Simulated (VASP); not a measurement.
Write the native input for VASP 6.6.1 that does the following.

* Task: single point
* Functional: r2SCAN
* Potentials or basis: VASP PAW PBE potentials, release 64 (Ag)
* Cutoff: 520 eV
* k mesh: 9 × 9 × 9
* Occupations: fermi-dirac, width 0.1 eV
* Spin: no spin polarisation
* Dipole correction: no
* Further INCAR settings: ALGO = Normal; EDIFF = 1e-07; NBANDS = 12

The system is Ag.

```
CELL_PARAMETERS angstrom
-1.65565 1.65565 1.65565
1.65565 -1.65565 1.65565
1.65565 1.65565 -1.65565
ATOMIC_POSITIONS crystal
Ag 0.00000 0.00000 0.00000
```

The input as run:

POSCAR

```
Ag
1.0
   -1.6556540000      1.6556540000      1.6556540000
    1.6556540000     -1.6556540000      1.6556540000
    1.6556540000      1.6556540000     -1.6556540000
Ag
1
Direct
    0.0000000000      0.0000000000      0.0000000000
```

INCAR.step1

```
ALGO = Normal
EDIFF = 1E-4
ENCUT = 520
GGA = PE
ISMEAR = -1
LASPH = T
LCHARG = F
LREAL = F
LWAVE = T
NBANDS = 12
NELM = 60
PREC = Accurate
SIGMA = 0.1
```

INCAR.step2

```
ALGO = Normal
EDIFF = 1E-7
ENCUT = 520
ISIF = 2
ISMEAR = -1
ISTART = 1
LASPH = T
LCHARG = T
LELF = T
LMIXTAU = T
LREAL = F
LVHAR = T
LWAVE = F
METAGGA = R2SCAN
NBANDS = 12
NELM = 60
PREC = Accurate
SIGMA = 0.1
```

KPOINTS

```
k-points
0
Gamma
  9 9 9
```

Potentials or basis: VASP PAW PBE potentials, release 64 (Ag).

The run is started by

```console
$ cat potpaw_PBE.64/Ag/POTCAR > POTCAR
$ cp INCAR.step1 INCAR
$ mpirun -np 1 vasp_std > vasp.out
$ cp INCAR.step2 INCAR
$ mpirun -np 1 vasp_std > vasp.out
```

It gave:

| Item | Value |
| --- | --- |
| Pressure | -3.6 GPa |

Caveat: the PAW data sets were made with another functional, which shifts forces and pressure a little.

It took 54 s on 1 thread of AMD EPYC 7R43 64-Core Processor (Zen 3) (shared host), peak memory 0.11 GiB.
